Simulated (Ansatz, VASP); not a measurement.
# One calculation of TiCo, two programs

The input POSCAR:

```
TiCo
1.0
    2.9629008397      0.0000000000      0.0000000000
    0.0000000000      2.9629008397      0.0000000000
    0.0000000000      0.0000000000      5.9772418618
Co Ti
2 2
Direct
    0.0000000000      1.0000000000      0.0000000000
    0.0000000000      1.0000000000      0.5000000000
    0.5000000000      0.5000000000      0.2500000000
    0.5000000000      0.5000000000      0.7500000000
```

Contents of INCAR.step1:

```
PREC = Accurate
ENCUT = 520
ISMEAR = 0
SIGMA = 0.1
LREAL = False
LASPH = True
NELM = 150
ISPIN = 2
MAGMOM = 2 -2 0 0
LMAXMIX = 4
NBANDS = 33
GGA = PE
ALGO = Normal
EDIFF = 1E-4
LWAVE = True
LCHARG = False
```

The input INCAR.step2:

```
PREC = Accurate
ENCUT = 520
EDIFF = 1E-6
ISMEAR = 0
SIGMA = 0.1
LREAL = False
LASPH = True
NELM = 150
ALGO = Normal
ISIF = 2
LWAVE = False
LCHARG = False
ISPIN = 2
MAGMOM = 2 -2 0 0
LORBIT = 11
LMAXMIX = 4
METAGGA = R2SCAN
LMIXTAU = True
NBANDS = 33
ISTART = 1
```

KPOINTS

```
regular mesh
0
Gamma
  14 14 7
```

Input for Ansatz:

```yaml
crystal:
  lattice:
    - [2.9629008397, 0.0, 0.0]
    - [0.0, 2.9629008397, 0.0]
    - [0.0, 0.0, 5.9772418618]
  atoms:
    - { symbol: Co, position: [0.0, 1.0, 0.0], spin: 2.0 }
    - { symbol: Ti, position: [0.5, 0.5, 0.25] }
    - { symbol: Co, position: [0.0, 1.0, 0.5], spin: -2.0 }
    - { symbol: Ti, position: [0.5, 0.5, 0.75] }
basis:
  ecutwfc: 500
kpoints:
  mp_grid: { grid: [14, 14, 7] }
hamiltonian:
  xc: r2scan
scf:
  occupations: { method: gaussian, width: 0.1 }
  lower_state_search: "off"
output:
  forces: true
  stress: true
  eigenvalues: true
  populations: true
magnetization:
  spin_polarized: true
```

Alike in both runs: task single point; functional r2SCAN; k mesh 14 × 14 × 7; occupations gaussian, width 0.1 eV; collinear spin.

|  | VASP | Ansatz |
| --- | --- | --- |
| version | VASP 6.6.1 | Ansatz 0.2.0 |
| potentials or method | VASP PAW PBE potentials, release 64 (Co, Ti_sv), cutoff 520 eV | scalar-relativistic, plane waves, PAW |
| valence electrons in the cell | 42 | 58 |

```csv
,VASP,Ansatz,Ansatz less VASP
gap on the k mesh at the Fermi level (eV),none,none,-
pressure (GPa),2.4,2.2,-0.23
net moment per atom (μB),0.00,0.00,0.000
size of the moment on the site where the two differ most (μB),1.29,1.32,+0.025
```

VASP's potentials were made for PBE, not for r2SCAN. Site moments also hang on the region over which each program counts them. A gap of «none» marks a metal or a gap that the smearing closes. VASP's potentials hold 42 valence electrons a cell and Ansatz's 58, so a difference there can come from the potentials and not from the codes. Ansatz's warnings: stability check not made.
